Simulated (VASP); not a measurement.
# Co: single point with PBEsol

Crystal: Co.

```
Co
1.0
     2.48010    0.00000    0.00000
    -1.24005    2.14783    0.00000
     0.00000    0.00000    4.28470
Co
2
Direct
  0.33333 0.66667 0.25000
  0.66667 0.33333 0.75000
```

```json
{
 "Program": "VASP 6.6.1",
 "Task": "single point",
 "Functional": "PBEsol",
 "Potentials or basis": "VASP PAW PBE potentials, release 64 (Co)",
 "Cutoff": "520 eV",
 "k mesh": "21 × 21 × 12",
 "Occupations": "gaussian, width 0.15 eV",
 "Spin": "collinear spin, ferromagnetic start",
 "Starting moments": "[1.79, 1.79] μB"
}
```

```
Pressure                                              : -18.0 GPa
Net moment                                            : 3.30 μB per cell
Site moments                                          : Co +1.67 μB
Valence electrons inside the program's atomic spheres : Co 8.18
```

Stress tensor (GPa, compression positive):
```
-12.89   0.00   0.00
  0.00 -12.89   0.00
  0.00   0.00 -28.07
```

Levels at points of the mesh, in eV from the Fermi level:
Spin up:
| k point | band 8 | band 9 | band 10 | band 11 | band 12 | band 13 | band 14 | band 15 |
| --- | --- | --- | --- | --- | --- | --- | --- | --- |
| (0.00, 0.00, 0.00) | -1.78 | -1.78 | -0.98 | -0.98 | -0.81 | 4.93 | 22.32 | 22.68 |
| (0.00, 0.00, 0.50) | -2.54 | -1.24 | -1.24 | -1.24 | -1.24 | 12.71 | 12.71 | 22.95 |
Spin down:
```tsv
k point	band 3	band 4	band 5	band 6	band 7	band 8	band 9	band 10	band 11	band 12
(0.00, 0.00, 0.00)	-1.31	-0.89	-0.89	-0.80	-0.63	-0.63	0.09	0.09	0.98	0.98
(0.00, 0.00, 0.50)	-1.71	-1.71	-0.89	-0.89	-0.89	-0.89	0.67	0.67	0.67	0.67
```

Wall time 3 min on 1 thread of Oxide Virtual Turin-like Processor, with other jobs on the host, peak memory 0.27 GiB.

Caveat: the stress differs along the axes, from -28 to -13 GPa; the PAW data sets were made with another functional, which shifts forces and pressure a little.
